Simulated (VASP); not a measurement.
Input of a VASP 6.6.1 run:

File INCAR:

```
SYSTEM = CaZn3
  ALGO = Normal
  EDIFF = 1E-7
  ENCUT = 520
  GGA = CA
  ISIF = 2
  ISMEAR = 1
  LASPH = .True.
  LCHARG = .False.
  LREAL = .False.
  LWAVE = .False.
  NBANDS = 31
  NELM = 60
  PREC = Accurate
  SIGMA = 0.15
```

Contents of KPOINTS:

```
k-points
0
Gamma
  5 5 5
  0 0 0
```

Contents of POSCAR:

```
CaZn3
1.0
    4.0816920460      0.0000000000      0.0000000000
    0.0000000000      4.0816920460      0.0000000000
    0.0000000000      0.0000000000      4.0816920460
Ca Zn
1 3
Direct
    0.0000000000      0.0000000000      0.0000000000
    0.5000000000      0.5000000000      0.0000000000
    0.5000000000      0.0000000000      0.5000000000
    0.0000000000      0.5000000000      0.5000000000
```

Potentials or basis: VASP PAW LDA potentials, release 64 (Ca_sv, Zn).

Command:

```bash
$ cat potpaw_LDA.64/Ca_sv/POTCAR potpaw_LDA.64/Zn/POTCAR > POTCAR
$ mpirun -np 1 vasp_std > vasp.out
```

Problem. What does it give for the band gap on the k mesh?

Solution. Zero (bands 23 and 24 overlap by 1.09 eV).

Problem. Predict the pressure.

Solution. 4.4 GPa.

Caveat: the cell stands under pressure.
